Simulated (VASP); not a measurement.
# YbScSi (I4/mmm) in VASP: single point with r2SCAN

Aim: the single point of YbScSi with r2SCAN.

Program: VASP 6.6.1. These are calculated values, not measurements. Logs are shortened: lines on timing, memory, paths and dates and some standing lists are left out, and cuts for length are marked.

**1. The cell of the first run**

It takes space group I4/mmm (No. 139, tetragonal). Conventional cell: a = 4.159 Å, b = 4.159 Å, c = 15.208 Å, α = 90.00°, β = 90.00°, γ = 90.00°. Sc (site symmetry mmm) has 4 Si at 2.77 Å and 4 Sc at 2.94 Å and 4 Yb at 3.38 Å within 3.6 Å. Si (site symmetry 4mm) has 4 Sc at 2.77 Å and 5 Yb at 3.06 to 3.12 Å and 1 Si at 3.65 Å within 3.7 Å. Within 4.2 Å of Yb (site symmetry 4mm) lie 5 Si at 3.06 to 3.12 Å and 4 Sc at 3.38 Å and 8 Yb at 3.72 to 4.16 Å.

**2. Single point, r2SCAN**

POSCAR

```
YbScSi
1.0
    0.0000000000      4.1588410000      0.0000000000
    4.1588410000      0.0000000000      0.0000000000
    2.0794210000      2.0794210000     -7.6041790000
Sc Si Yb
2 2 2
Direct
    0.5000000000      0.0000000000      0.0000000000
    0.0000000000      0.5000000000      0.0000000000
    0.1200000000      0.1200000000      0.7600000000
    0.8800000000      0.8800000000      0.2400000000
    0.3249000000      0.3249000000      0.3502000000
    0.6751000000      0.6751000000      0.6498000000
```

INCAR.step1

```
SYSTEM = YbScSi
PREC = Accurate ; ENCUT = 520
ISMEAR = 1 ; SIGMA = 0.0878
LREAL = .FALSE. ; LASPH = .TRUE.
NELM = 60 ; NBANDS = 48
GGA = PE ; ALGO = Normal
EDIFF = 1E-4 ; LWAVE = .TRUE.
LCHARG = .FALSE.
```

INCAR.step2

```
SYSTEM = YbScSi
PREC = Accurate ; ENCUT = 520
EDIFF = 1E-6 ; ISMEAR = 1
SIGMA = 0.0878 ; LREAL = .FALSE.
LASPH = .TRUE. ; NELM = 60
ALGO = Normal ; ISIF = 2
LWAVE = .FALSE. ; LCHARG = .FALSE.
METAGGA = R2SCAN ; LMIXTAU = .TRUE.
NBANDS = 48 ; ISTART = 1
```

KPOINTS

```
Automatic mesh
0
G
  6 6 6
  0 0 0
```

Potentials or basis: VASP PAW PBE potentials, release 64 (Sc_sv, Si, Yb).

Started as:

```console
$ cat potpaw_PBE.64/Sc_sv/POTCAR potpaw_PBE.64/Si/POTCAR potpaw_PBE.64/Yb/POTCAR > POTCAR
$ cp INCAR.step1 INCAR
$ mpirun -np 1 vasp_std > vasp.out
$ cp INCAR.step2 INCAR
$ mpirun -np 1 vasp_std > vasp.out
```

OUTCAR:

```text
SYSTEM = YbScSi
   PREC = Accurate
   ENCUT = 520
   EDIFF = 1E-6
   ISMEAR = 1
   LREAL = .FALSE.
   LASPH = .TRUE.
   NELM = 60
   ISIF = 2
   METAGGA = R2SCAN
   ISTART = 1

 ion  position               nearest neighbor table
   1  0.500  0.000  0.000-   3 2.77   4 2.77   4 2.77   3 2.77   2 2.94   2 2.94   2 2.94   2 2.94
                             5 3.38   6 3.38   6 3.38   5 3.38
   2  0.000  0.500  0.000-   3 2.77   4 2.77   4 2.77   3 2.77   1 2.94   1 2.94   1 2.94   1 2.94
                             5 3.38   6 3.38   6 3.38   5 3.38
   3  0.120  0.120  0.760-   2 2.77   1 2.77   1 2.77   2 2.77   6 3.06   6 3.06   6 3.06   6 3.06
                             5 3.12
   4  0.880  0.880  0.240-   1 2.77   2 2.77   1 2.77   2 2.77   5 3.06   5 3.06   5 3.06   5 3.06
                             6 3.12
   5  0.325  0.325  0.350-   4 3.06   4 3.06   4 3.06   4 3.06   3 3.12   1 3.38   2 3.38   1 3.38
                             2 3.38   6 3.72   6 3.72   6 3.72   6 3.72
   6  0.675  0.675  0.650-   3 3.06   3 3.06   3 3.06   3 3.06   4 3.12   1 3.38   2 3.38   2 3.38
                             1 3.38   5 3.72   5 3.72   5 3.72   5 3.72

  LATTYP: Found a body centered tetragonal cell.
 ALAT       =     4.1588410000
 C/A-ratio  =     3.6568741147

  Lattice vectors:

 A1 = (  -2.0794210000,   2.0794200000,   7.6041790000)
 A2 = (   2.0794200000,  -2.0794210000,   7.6041790000)
 A3 = (   2.0794210000,   2.0794210000,  -7.6041790000)

Analysis of symmetry for initial positions (statically):
=====================================================================
 Subroutine PRICEL returns:
 Original cell was already a primitive cell.

 Routine SETGRP: Setting up the symmetry group for a
 body centered tetragonal supercell.

 Subroutine GETGRP returns: Found 16 space group operations
 (whereof 16 operations were pure point group operations)
 out of a pool of 16 trial point group operations.

The static configuration has the point symmetry D_4h.

Analysis of symmetry for dynamics (positions and initial velocities):
=====================================================================
 Subroutine PRICEL returns:
 Original cell was already a primitive cell.

 Routine SETGRP: Setting up the symmetry group for a
 body centered tetragonal supercell.

 Subroutine GETGRP returns: Found 16 space group operations
 (whereof 16 operations were pure point group operations)
 out of a pool of 16 trial point group operations.

The dynamic configuration has the point symmetry D_4h.

 Subroutine INISYM returns: Found 16 space group operations
 (whereof 16 operations are pure point group operations),
 and found     1 'primitive' translations

----------------------------------------------------------------------------------------

                                     Primitive cell

  volume of cell :     131.5216

  direct lattice vectors                    reciprocal lattice vectors
     0.000000000  4.158841000  0.000000000     0.000000000  0.240451607  0.065753334
     4.158841000  0.000000000  0.000000000     0.240451607  0.000000000  0.065753334
     2.079421000  2.079421000 -7.604179000     0.000000000  0.000000000 -0.131506636

  length of vectors
     4.158841000  4.158841000  8.153006909     0.249279915  0.249279915  0.131506636

  position of ions in fractional coordinates (direct lattice)
     0.500000000  0.000000000  0.000000000
     0.000000000  0.500000000  0.000000000
     0.120000000  0.120000000  0.760000000
     0.880000000  0.880000000  0.240000000
     0.324900000  0.324900000  0.350200000
     0.675100000  0.675100000  0.649800000

  ion indices of the primitive-cell ions
   primitive index   ion index
                 1           1
                 2           2
                 3           3
                 4           4
                 5           5
                 6           6

----------------------------------------------------------------------------------------

 KPOINTS: Automatic mesh

Automatic generation of k-mesh.
 Grid dimensions read from file:
 generate k-points for:    6    6    6

 Generating k-lattice:

  Cartesian coordinates                     Fractional coordinates (reciprocal lattice)
     0.000000000  0.040075268  0.010958889     0.166666667  0.000000000  0.000000000
     0.040075268  0.000000000  0.010958889     0.000000000  0.166666667  0.000000000
     0.000000000  0.000000000 -0.021917773     0.000000000  0.000000000  0.166666667

  Length of vectors
     0.041546652  0.041546652  0.021917773

  Shift w.r.t. Gamma in fractional coordinates (k-lattice)
     0.000000000  0.000000000  0.000000000

 Subroutine IBZKPT returns following result:
 ===========================================

 Found     30 irreducible k-points:

 Following reciprocal coordinates:
            Coordinates               Weight
  0.000000  0.000000  0.000000      1.000000
  0.166667  0.000000 -0.000000      8.000000
  0.333333  0.000000  0.000000      8.000000
  0.500000  0.000000  0.000000      4.000000
  0.166667  0.166667 -0.000000      8.000000
  0.333333  0.166667  0.000000     16.000000
[... 16 lines left out ...]
 -0.333333 -0.333333  0.166667      4.000000
 -0.166667 -0.333333  0.166667     16.000000
 [... further k-points ...]
   k-points           NKPTS =     30   k-points in BZ     NKDIM =     30   number of bands    NBANDS=     48
   number of dos      NEDOS =    301   number of ions     NIONS =      6
   total plane-waves  NPLWV =  65536
   dimension x,y,z NGX =    32 NGY =   32 NGZ =   64
   dimension x,y,z NGXF=    64 NGYF=   64 NGZF=  128
   ions per type =               2   2   2
   NGX,Y,Z   is equivalent  to a cutoff of  12.79, 12.79, 13.05 a.u.
   NGXF,Y,Z  is equivalent  to a cutoff of  25.58, 25.58, 26.10 a.u.
 SYSTEM =  YbScSi
   PREC   = accura    normal or accurate (medium, high low for compatibility)
   ISTART =      1    job   : 0-new  1-cont  2-samecut
   ICHARG =      0    charge: 1-file 2-atom 10-const
   ISPIN  =      1    spin polarized calculation?
   LNONCOLLINEAR =      F non collinear calculations
   LSORBIT =      F    spin-orbit coupling
   LASPH  =      T    aspherical Exc in radial PAW
   ENCUT  =  520.0 eV  38.22 Ry    6.18 a.u.   7.73  7.73 15.16*2*pi/ulx,y,z
   NELM   =     60;   NELMIN=  2; NELMDL=  0     # of ELM steps
   EDIFF  = 0.1E-05   stopping-criterion for ELM
   LREAL  =      F    real-space projection
   EDIFFG = 0.1E-04   stopping-criterion for IOM
   NSW    =      0    number of steps for IOM
   IBRION =     -1    ionic relax: 0-MD 1-quasi-New 2-CG
   NFREE  =      0    steps in history (QN), initial steepest desc. (CG)
   ISIF   =      2    stress and relaxation
   ISYM   =      2    0-nonsym 1-usesym 2-fastsym
   POTIM  = 0.5000    time-step for ionic-motion
   TEBEG  =    0.0;   TEEND  =   0.0 temperature during run
   PSTRESS=    0.0 pullay stress
   NELECT =      78.0000    total number of electrons
   NUPDOWN=      -1.0000    fix difference up-down
   EMIN   =  10.00;   EMAX   =-10.00  energy-range for DOS
   EFERMI =   0.00;   METHOD = LEGACY
   ISMEAR =     1;   SIGMA  =   0.09  broadening in eV -4-tet -1-fermi 0-gaus
   EFERMI_NEDOS =   21; number of points for ismear=-14 and -15
   IALGO  =     38    algorithm
   IMIX   =      4    mixing-type and parameters
     AMIX     =   0.40;   BMIX     =  1.00
     AMIX_MAG =   1.60;   BMIX_MAG =  1.00
  volume/ion in A,a.u.               =      21.92       147.93
  Fermi-wavevector in a.u.,A,eV,Ry     =   1.375437  2.599199 25.739869  1.891827
  Thomas-Fermi vector in A             =   2.500773
   LORBIT       =      0    0 simple, 1 ext, 2 COOP (PROOUT), +10 PAW based schemes
   METAGGA = R2SCAN    functional components
   LHFCALC =     F    Hartree Fock is set to
   AEXX    =    0.0000 exact exchange contribution
   IVDW    =     0    specifies the selected vdW correction
   LEPSILON=     F    determine dielectric tensor
   LRPA    =     F    only Hartree local field effects (RPA)
 non-spin polarized calculation
 Methfessel and Paxton  Order N= 1 SIGMA  =   0.09
  energy-cutoff  :      520.00
  volume of cell :      131.52
 maximum number of plane-waves:      3565
   NGX = 15   NGY = 15   NGZ = 31

 number of electron      78.0000020 magnetization

 Free energy of the ion-electron system (eV)
  ---------------------------------------------------
  ext. energy  EPLUGINS =         0.00000000
  ---------------------------------------------------
  free energy    TOTEN  =      -115.06192412 eV

  energy without entropy =     -115.08708531  energy(sigma->0) =     -115.07031118

 E-fermi :   4.3180     XC(G=0): -11.1397

 val. band max:        4.3097463429   @ k =  -0.1667  -0.1667   0.1667
 cond. band min:       4.3236819282   @ k =  -0.1667  -0.1667   0.3333
 fundamental gap:      0.0139355853
 Fermi energy:         4.3180230561

 k-point     1 :       0.0000    0.0000    0.0000
  band No.  band energies     occupation
      1     -48.6326      2.00000
      2     -48.6217      2.00000
      3     -46.9942      2.00000
      4     -46.8552      2.00000
      5     -24.9065      2.00000
      6     -24.9065      2.00000
[... 40 lines left out ...]
     47       8.0424      0.00000
     48       8.1017      0.00000

 k-point     2 :       0.1667    0.0000   -0.0000
  band No.  band energies     occupation
      1     -48.6316      2.00000
      2     -48.6222      2.00000
      3     -46.9848      2.00000
      4     -46.8644      2.00000
      5     -24.8810      2.00000
      6     -24.8751      2.00000
[... 40 lines left out ...]
     47       7.9418      0.00000
     48       8.0048      0.00000

 k-point     3 :       0.3333    0.0000    0.0000
  band No.  band energies     occupation
      1     -48.6290      2.00000
      2     -48.6236      2.00000
      3     -46.9591      2.00000
      4     -46.8895      2.00000
      5     -24.8071      2.00000
      6     -24.7890      2.00000
[... 1060 lines left out ...]
     47       7.2686      0.00000
     48       7.7793      0.00000

 k-point    24 :      -0.1667   -0.3333    0.1667
  band No.  band energies     occupation
      1     -48.6283      2.00000
      2     -48.6237      2.00000
      3     -46.9542      2.00000
      4     -46.8940      2.00000
      5     -24.9211      2.00000
      6     -24.7076      2.00000
[... 40 lines left out ...]
     47       7.2490      0.00000
     48       7.4976      0.00000

 [... further k-points ...]

------------------------ aborting loop because EDIFF is reached ----------------------------------------

  FORCE on cell =-STRESS in cart. coord.  units (eV):
  Direction    XX          YY          ZZ          XY          YZ          ZX
  --------------------------------------------------------------------------------------
  -------------------------------------------------------------------------------------
  Total        4.2193099      4.2193099      3.7275899      0.0000000     -0.0000002     -0.0000002
  in kB       51.3990444     51.3990444     45.4089797      0.0000000     -0.0000030     -0.0000030
  external PRESSURE =      49.4023561 kB  Pullay stress =       0.0000000 kB

 VOLUME and BASIS-vectors are now :
 -----------------------------------------------------------------------------
  energy-cutoff  :      520.00
  volume of cell :      131.52
      direct lattice vectors                 reciprocal lattice vectors
     0.000000000  4.158841000  0.000000000     0.000000000  0.240451607  0.065753334
     4.158841000  0.000000000  0.000000000     0.240451607  0.000000000  0.065753334
     2.079421000  2.079421000 -7.604179000     0.000000000  0.000000000 -0.131506636

 POSITION                                       TOTAL-FORCE (eV/Angst)
 -----------------------------------------------------------------------------------
      0.00000      2.07942      0.00000        -0.000000     -0.000000     -0.000000
      2.07942      0.00000      0.00000        -0.000000      0.000000     -0.000000
      2.07942      2.07942     -5.77918        -0.000000     -0.000000      1.044091
      4.15884      4.15884     -1.82500         0.000000      0.000000     -1.044091
      2.07942      2.07942     -2.66298         0.000000      0.000000     -0.140159
      4.15884      4.15884     -4.94120        -0.000000     -0.000000      0.140159
 -----------------------------------------------------------------------------------
    total drift:                               -0.000000     -0.000000      0.000000

  FREE ENERGIE OF THE ION-ELECTRON SYSTEM (eV)
  ---------------------------------------------------
  free  energy   TOTEN  =      -115.0619241222 eV

  energy  without entropy=     -115.0870853103  energy(sigma->0) =     -115.07031118
```

Wall time 15 min (1 thread of Intel Xeon 6975P-C (Granite Rapids), shared host); peak memory 0.39 GiB.

Results:

```
Free energy            : -115.0619 eV
Pressure               : 4.9 GPa
Largest force          : 1.044 eV/Å
Band gap on the k mesh : zero (bands 39 and 40 overlap by 0.19 eV)
```

Forces in eV/Å, atoms in the order of the input:
```
Sc   0.000  0.000  0.000
Sc   0.000  0.000  0.000
Si   0.000  0.000  1.044
Si   0.000  0.000 -1.044
Yb   0.000  0.000 -0.140
Yb   0.000  0.000  0.140
```

Levels at points of the mesh, in eV from the Fermi level:
```csv
k point,band 36,band 37,band 38,band 39,band 40,band 41,band 42,band 43
"(0.00, 0.00, 0.00)",-0.15,-0.08,0.04,0.18,0.18,0.38,0.76,0.78
"(0.50, 0.00, 0.00)",-0.15,-0.12,-0.10,-0.10,0.57,1.04,1.18,1.34
"(0.50, 0.50, 0.00)",-0.19,-0.17,-0.16,-0.11,-0.01,0.16,0.70,0.99
"(0.00, 0.00, 0.50)",-0.18,-0.12,-0.12,0.09,0.29,0.29,1.14,1.94
```

Caveat: the cell stands under pressure; the PAW data sets were made with another functional, which shifts forces and pressure a little; spin-orbit coupling is left out, which moves the levels of the heavy elements. Spin polarisation is off, so any magnetic state and its effect on volume and gap are missing.
